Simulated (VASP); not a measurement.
Crystal: TiB6.

```
CELL_PARAMETERS angstrom
0.00000 3.07617 3.07617
3.07617 0.00000 3.07617
3.07617 3.07617 0.00000
ATOMIC_POSITIONS crystal
Ti 0.50000 0.50000 0.50000
B 0.02769 0.47231 0.47231
B 0.47231 0.02769 0.02769
B 0.47231 0.47231 0.02769
B 0.02769 0.02769 0.47231
B 0.02769 0.47231 0.02769
B 0.47231 0.02769 0.47231
```

| Item | Value |
| --- | --- |
| Program | VASP 6.6.1 |
| Task | relaxation of cell and atoms |
| Functional | PBE |
| Potentials or basis | VASP PAW PBE potentials, release 64 (Ti_sv, B) |
| Cutoff | 600 eV |
| k mesh | 10 × 10 × 10 |
| Occupations | gaussian, width 0.1 eV |
| Spin | no spin polarisation |

At the start: pressure 0.2 GPa; volume 8.32 Å³/atom.

Where does the relaxation end?

Over 13 steps the energy falls by 3.9 meV/atom and the volume is 8.67 Å³/atom (+4.2 %); space group F-43m (No. 216, to 0.05 Å).

The path:
```
step  energy change (eV)  largest force (eV/Å)  pressure (GPa)  volume (Å³)
   1              0.0000                0.1106            0.18        58.22
   2             -0.0034                0.0921            0.50        58.30
   3             -0.0110                0.0321            1.57        58.53
   4             -0.0110                0.1358            4.17        59.00
   5             -0.0139                0.0294            2.64        58.74
   6             -0.0152                0.0272            2.50        58.83
   7             -0.0187                0.0217            2.11        59.13
   8             -0.0240                0.0162            1.38        59.72
   9             -0.0273                0.0246            0.19        60.91
  10             -0.0274                0.0229            0.35        60.73
  11             -0.0274                0.0225            0.38        60.69
  12             -0.0276                0.0109            0.22        60.68
  13             -0.0276                0.0005            0.07        60.68
```

Final structure:
```
Ti B
1.0
     0.00000    3.11885    3.11885
     3.11885    0.00000    3.11885
     3.11885    3.11885    0.00000
Ti B
1 6
Direct
  0.50000 0.50000 0.50000
  0.03832 0.46168 0.46168
  0.46168 0.03832 0.03832
  0.46168 0.46168 0.03832
  0.03832 0.03832 0.46168
  0.03832 0.46168 0.03832
  0.46168 0.03832 0.46168
```
